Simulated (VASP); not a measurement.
# SnO2 (P-3m1) in VASP: further runs, part 2 of 2

VASP 6.6.1.

### Step 3. Single point, PBE+D3(BJ)

This run uses another cell than the first one, of 13.72 Å³/atom, 1.088 times its volume.

File INCAR:

```
SYSTEM = SnO2
PREC = Accurate
ENCUT = 520
EDIFF = 1E-6
ISMEAR = 0
SIGMA = 0.1
LREAL = .FALSE.
LASPH = .TRUE.
NELM = 60
ALGO = Normal
ISIF = 2
LWAVE = .FALSE.
LCHARG = .TRUE.
GGA = PE
IVDW = 12
LELF = .TRUE.
LVHAR = .TRUE.
NBANDS = 20
```

File KPOINTS:

```
Automatic mesh
0
G
  6 6 4
  0 0 0
```

File POSCAR:

```
SnO2
1.0
    3.2145732177     -0.0000000031      0.0000000000
   -1.6072866062      2.7839020704      0.0000000000
    0.0000000000      0.0000000000      4.5988247932
Sn O
1 2
Direct
    0.0000000000      0.0000000000      0.5000000000
    0.3333333333      0.6666666667      0.7199820725
    0.6666666667      0.3333333333      0.2800179275
```

Potentials or basis: VASP PAW PBE potentials, release 64 (Sn_d, O).

On the command line:

```console
$ cat potpaw_PBE.64/Sn_d/POTCAR potpaw_PBE.64/O/POTCAR > POTCAR
$ mpirun -np 1 vasp_std > vasp.out
```

OUTCAR:

```text
SYSTEM = SnO2
   PREC = Accurate
   ENCUT = 520
   EDIFF = 1E-6
   ISMEAR = 0
   LREAL = .FALSE.
   LASPH = .TRUE.
   NELM = 60
   ISIF = 2
   GGA = PE
   IVDW = 12
 IVDW          = 12

 ion  position               nearest neighbor table
   1  0.000  0.000  0.500-   2 2.11   3 2.11   3 2.11   2 2.11   3 2.11   2 2.11
   2  0.333  0.667  0.720-   1 2.11   1 2.11   1 2.11
   3  0.667  0.333  0.280-   1 2.11   1 2.11   1 2.11

  LATTYP: Found a hexagonal cell.
 ALAT       =     3.2145732177
 C/A-ratio  =     1.4306175289

  Lattice vectors:

 A1 = (   3.2145732177,  -0.0000000031,   0.0000000000)
 A2 = (  -1.6072866062,   2.7839020704,   0.0000000000)
 A3 = (   0.0000000000,   0.0000000000,   4.5988247932)

Analysis of symmetry for initial positions (statically):
=====================================================================
 Subroutine PRICEL returns:
 Original cell was already a primitive cell.

 Routine SETGRP: Setting up the symmetry group for a
 hexagonal supercell.

 Subroutine GETGRP returns: Found 12 space group operations
 (whereof 12 operations were pure point group operations)
[... 161 lines left out ...]
  free energy    TOTEN  =       -18.14290836 eV

  energy without entropy =      -18.14290836  energy(sigma->0) =      -18.14290836

 E-fermi :   4.4556     XC(G=0): -10.3493

 val. band max:        3.9963662747   @ k =   0.1667  -0.0000   0.0000
 cond. band min:       5.8619215757   @ k =   0.0000   0.0000   0.0000
 fundamental gap:      1.8655553010
 Fermi energy:         4.4556242577

 k-point     1 :       0.0000    0.0000    0.0000
  band No.  band energies     occupation
      1     -16.0957      2.00000
      2     -15.8597      2.00000
      3     -15.8597      2.00000
      4     -15.6694      2.00000
      5     -15.6694      2.00000
      6     -14.1140      2.00000
[... 541 lines left out ...]
     19      17.3526      0.00000
     20      21.2672      0.00000

------------------------ aborting loop because EDIFF is reached ----------------------------------------

 Edisp (eV)   -0.56535

 E8    (eV) :    -0.2237

  FORCE on cell =-STRESS in cart. coord.  units (eV):
  Direction    XX          YY          ZZ          XY          YZ          ZX
  --------------------------------------------------------------------------------------
  -------------------------------------------------------------------------------------
  Total       0.25005     0.25005     0.04465    -0.00000     0.00000    -0.00000
  in kB       9.73436     9.73436     1.73832    -0.00000     0.00000    -0.00000
  external pressure =        7.07 kB  Pullay stress =        0.00 kB

 VOLUME and BASIS-vectors are now :
 -----------------------------------------------------------------------------
  energy-cutoff  :      520.00
  volume of cell :       41.16
      direct lattice vectors                 reciprocal lattice vectors
     3.214573218 -0.000000003  0.000000000     0.311083286  0.179604019  0.000000000
    -1.607286606  2.783902070  0.000000000     0.000000000  0.359208038  0.000000000
     0.000000000  0.000000000  4.598824793     0.000000000  0.000000000  0.217446858

 POSITION                                       TOTAL-FORCE (eV/Angst)
 -----------------------------------------------------------------------------------
      0.00000      0.00000      2.29941         0.000000      0.000000      0.000000
      0.00000      1.85593      3.31107        -0.000000     -0.000000      0.050386
      1.60729      0.92797      1.28775        -0.000000      0.000000     -0.050386
 -----------------------------------------------------------------------------------
    total drift:                                0.000000     -0.000000      0.000000

  FREE ENERGIE OF THE ION-ELECTRON SYSTEM (eV)
  ---------------------------------------------------
  free  energy   TOTEN  =       -18.7082578884 eV

  energy  without entropy=      -18.7082578883  energy(sigma->0) =      -18.70825789
```

OSZICAR:

```text
N       E                     dE             d eps       ncg     rms          rms(c)
DAV:   1     0.249426208072E+03    0.24943E+03   -0.14184E+04  1016   0.197E+03
DAV:   2     0.595723316581E+01   -0.24347E+03   -0.22833E+03  1064   0.482E+02
DAV:   3    -0.203364978493E+02   -0.26294E+02   -0.26047E+02  1080   0.137E+02
DAV:   4    -0.210823412042E+02   -0.74584E+00   -0.74512E+00  1060   0.246E+01
DAV:   5    -0.210972020249E+02   -0.14861E-01   -0.14860E-01  1172   0.366E+00    0.107E+01
DAV:   6    -0.181643591759E+02    0.29328E+01   -0.11276E+01  1420   0.560E+01    0.440E+00
DAV:   7    -0.181598247592E+02    0.45344E-02   -0.65063E-01   992   0.661E+00    0.212E+00
DAV:   8    -0.181429550431E+02    0.16870E-01   -0.67408E-02  1056   0.270E+00    0.467E-01
DAV:   9    -0.181422227652E+02    0.73228E-03   -0.10431E-02  1300   0.150E+00    0.934E-02
DAV:  10    -0.181428798299E+02   -0.65706E-03   -0.19478E-03  1016   0.353E-01    0.352E-02
DAV:  11    -0.181429052914E+02   -0.25461E-04   -0.45562E-05  1284   0.627E-02    0.216E-02
DAV:  12    -0.181429084018E+02   -0.31104E-05   -0.76259E-06  1024   0.241E-02    0.611E-03
DAV:  13    -0.181429083575E+02    0.44303E-07   -0.88094E-07   860   0.993E-03
   1 F= -.18708258E+02 E0= -.18708258E+02  d E =-.163119E-11
```

stdout:

```text
POSCAR found type information on POSCAR SnO
 POSCAR found :  2 types and       3 ions
 scaLAPACK will be used
 LDA part: xc-table for (Slater+PW92), standard interpolation
 POSCAR, INCAR and KPOINTS ok, starting setup
 FFT: planning ... GRIDC
 FFT: planning ... GRID_SOFT
 FFT: planning ... GRID
 WAVECAR not read
 entering main loop
```

It took 25 s on 1 thread of Intel Xeon 8259CL, shared host; peak memory 0.17 GiB.

What came out:

```
Free energy                : -18.7083 eV
Pressure                   : 0.7 GPa
Largest force              : 0.050 eV/Å
Band gap on the k mesh     : 1.87 eV, indirect (least direct gap 1.93 eV)
Dispersion energy per atom : -0.188 eV
```

Forces on the atoms (eV/Å):
```
Sn   0.000  0.000  0.000
O    0.000  0.000  0.050
O    0.000  0.000 -0.050
```

Stress tensor (GPa, compression positive):
```
0.97 0.00 0.00
0.00 0.97 0.00
0.00 0.00 0.17
```

Caveat: spin-orbit coupling is left out, which moves the levels of the heavy elements. A k mesh can miss the band edges.

### Step 4. Relaxation of cell and atoms, PBE+D3(BJ)

File INCAR:

```
SYSTEM = SnO2
PREC = Accurate
ENCUT = 600
EDIFF = 1E-7
ISMEAR = 0
SIGMA = 0.1
LREAL = .False.
LASPH = .True.
NELM = 60
ALGO = Normal
ISIF = 3
LWAVE = .False.
LCHARG = .False.
GGA = PE
IVDW = 12
IBRION = 2
NSW = 90
EDIFFG = -0.04
```

File KPOINTS:

```
regular mesh
0
Gamma
  6 6 4
  0 0 0
```

File POSCAR:

```
SnO2
1.0
    3.0246447900      0.0000000000      0.0000000000
   -1.5123223900      2.6194192200      0.0000000000
    0.0000000000      0.0000000000      4.7758175100
Sn O
1 2
Direct
    0.0000000000      0.0000000000      0.5000000000
    0.3333333300      0.6666666700      0.7608649400
    0.6666666700      0.3333333300      0.2391350600
```

Potentials or basis: VASP PAW PBE potentials, release 64 (Sn_d, O).

On the command line:

```console
$ cat potpaw_PBE.64/Sn_d/POTCAR potpaw_PBE.64/O/POTCAR > POTCAR
$ mpirun -np 1 vasp_std > vasp.out
```

OUTCAR:

```text
SYSTEM = SnO2
   PREC = Accurate
   ENCUT = 600
   EDIFF = 1E-7
   ISMEAR = 0
   LREAL = .False.
   LASPH = .True.
   NELM = 60
   ISIF = 3
   GGA = PE
   IVDW = 12
   IBRION = 2
   NSW = 90
   EDIFFG = -0.04
 IVDW          = 12

 ion  position               nearest neighbor table
   1  0.000  0.000  0.500-   2 2.15   3 2.15   2 2.15   3 2.15   3 2.15   2 2.15
   2  0.333  0.667  0.761-   1 2.15   1 2.15   1 2.15
   3  0.667  0.333  0.239-   1 2.15   1 2.15   1 2.15

  LATTYP: Found a hexagonal cell.
 ALAT       =     3.0246447900
 C/A-ratio  =     1.5789680579

  Lattice vectors:

 A1 = (   3.0246447900,   0.0000000000,   0.0000000000)
 A2 = (  -1.5123223900,   2.6194192200,   0.0000000000)
 A3 = (   0.0000000000,   0.0000000000,   4.7758175100)

[... 293 lines left out ...]
  free  energy   TOTEN  =       -18.6889336078 eV

  energy  without entropy=      -18.6889336078  energy(sigma->0) =      -18.68893361

[... ionic steps 4 to 8 ...]

--------------------------------------- Ionic step        9  -------------------------------------------

 number of electron      25.9999998 magnetization

------------------------ aborting loop because EDIFF is reached ----------------------------------------
[... 77 lines left out ...]
--------------------------------------- Ionic step       11  -------------------------------------------

 number of electron      25.9999993 magnetization

 Free energy of the ion-electron system (eV)
  ---------------------------------------------------
  ext. energy  EPLUGINS =         0.00000000
  ---------------------------------------------------
  free energy    TOTEN  =       -18.13493831 eV

  energy without entropy =      -18.13493831  energy(sigma->0) =      -18.13493831

 E-fermi :   4.6696     XC(G=0): -10.4267

 val. band max:        4.1613786184   @ k =   0.1667   0.0000   0.0000
 cond. band min:       5.9200373530   @ k =   0.0000   0.0000   0.0000
 fundamental gap:      1.7586587346
 Fermi energy:         4.6696191429

 k-point     1 :       0.0000    0.0000    0.0000
  band No.  band energies     occupation
      1     -15.9703      2.00000
      2     -15.7391      2.00000
      3     -15.7391      2.00000
      4     -15.5552      2.00000
      5     -15.5552      2.00000
      6     -13.9761      2.00000
[... 503 lines left out ...]
  FREE ENERGIE OF THE ION-ELECTRON SYSTEM (eV)
  ---------------------------------------------------
  free  energy   TOTEN  =       -18.7071920523 eV

  energy  without entropy=      -18.7071920523  energy(sigma->0) =      -18.70719205

 reached required accuracy - stopping structural energy minimisation
```

Run time: 3.9 min. Hardware: 1 thread of Intel Xeon 8259CL, shared host; peak memory 0.19 GiB.

Results:

| Item | Value |
| --- | --- |
| Free energy | -18.7072 eV |
| Relaxed volume | 13.59 Å³/atom |
| Relaxed cell | a = 3.222 Å, b = 3.222 Å, c = 4.536 Å, α = 90.00°, β = 90.00°, γ = 120.00° |
| Space group after relaxing (to 0.05 Å) | P-3m1 (No. 164) |
| Energy gained by relaxing | 235.9 meV/atom |
| Ionic steps | 11 |
| Pressure after relaxing | 0.0 GPa |
| Largest force after relaxing | 0.015 eV/Å |
| Band gap on the k mesh | 1.76 eV, indirect (least direct gap 1.80 eV) |
| Dispersion energy per atom | -0.191 eV |

Forces in eV/Å, atoms in the order of the input:
```
Sn   0.000  0.000  0.000
O    0.000  0.000 -0.015
O    0.000  0.000  0.015
```

Stress tensor (GPa, compression positive):
```
-0.05  0.00  0.00
 0.00 -0.05  0.00
 0.00  0.00  0.04
```

The path:
```tsv
step	energy change (eV)	largest force (eV/Å)	pressure (GPa)	volume (Å³)
1	0.0000	2.1919	3.91	37.84
2	-0.6762	0.5769	-1.25	39.31
3	-0.6894	0.3111	-2.00	39.52
4	-0.6893	0.3460	-1.91	39.49
5	-0.6892	0.1402	3.82	38.60
6	-0.6958	0.1096	0.86	39.04
7	-0.6989	0.0721	0.68	39.29
8	-0.7039	0.0387	0.21	40.02
9	-0.7043	0.0785	0.04	40.30
10	-0.7071	0.0208	0.00	40.59
11	-0.7077	0.0152	-0.02	40.77
```

Final structure:
```
Sn O
1.0
     3.22161    0.00000    0.00000
    -1.61081    2.79000    0.00000
     0.00000    0.00000    4.53583
Sn O
1 2
Direct
  0.00000 0.00000 0.50000
  0.33333 0.66667 0.72307
  0.66667 0.33333 0.27693
```

Levels at points of the mesh, in eV from the valence-band top:
```csv
k point,band 10,band 11,band 12,band 13,band 14,band 15,band 16,band 17
"(0.00, 0.00, 0.00)",-1.39,-1.03,-1.03,-0.04,1.76,5.77,11.13,11.13
"(0.50, 0.00, 0.00)",-3.20,-1.77,-0.51,-0.39,5.26,7.38,10.68,11.68
"(0.00, 0.00, 0.50)",-1.46,-1.46,-0.93,-0.93,3.33,5.46,11.05,11.05
"(0.50, 0.00, 0.50)",-3.04,-1.09,-0.75,-0.44,5.13,6.91,10.29,12.18
```

Caveat: spin-orbit coupling is left out, which moves the levels of the heavy elements. Expect the measured gap to be larger: semilocal functionals such as PBE lack the derivative discontinuity.

### Step 5. Overview

| task | cell | cutoff (eV) | gap on the mesh (eV) | pressure (GPa) | largest force (eV/Å) |
| --- | --- | --- | --- | --- | --- |
| single point | a = 3.025, b = 3.025, c = 4.776 Å, angles 90.0, 90.0, 120.0°, 3 atoms | 520 | 2.20 | 4.0 | 2.19 |
| single point | a = 3.215, b = 3.215, c = 4.599 Å, angles 90.0, 90.0, 120.0°, 3 atoms | 520 | 1.87 | 0.7 | 0.05 |
| relaxation of cell and atoms | relaxed from a = 3.025, b = 3.025, c = 4.776 Å, angles 90.0, 90.0, 120.0°, 3 atoms | 600 | 1.76 | 0.0 | 0.02 |

Alike in all rows: level PBE+D3(BJ); potentials or basis VASP PAW PBE potentials, release 64 (Sn_d, O); no spin polarisation; k mesh 6 × 6 × 4; smearing gaussian 0.1 eV.

Caveats: spin-orbit coupling is left out, which moves the levels of the heavy elements; forces of over 1 eV/Å act on the atoms, so gaps and moduli don't describe the material at rest (some runs).

Absolute energies hang on the potentials; compare differences alone.
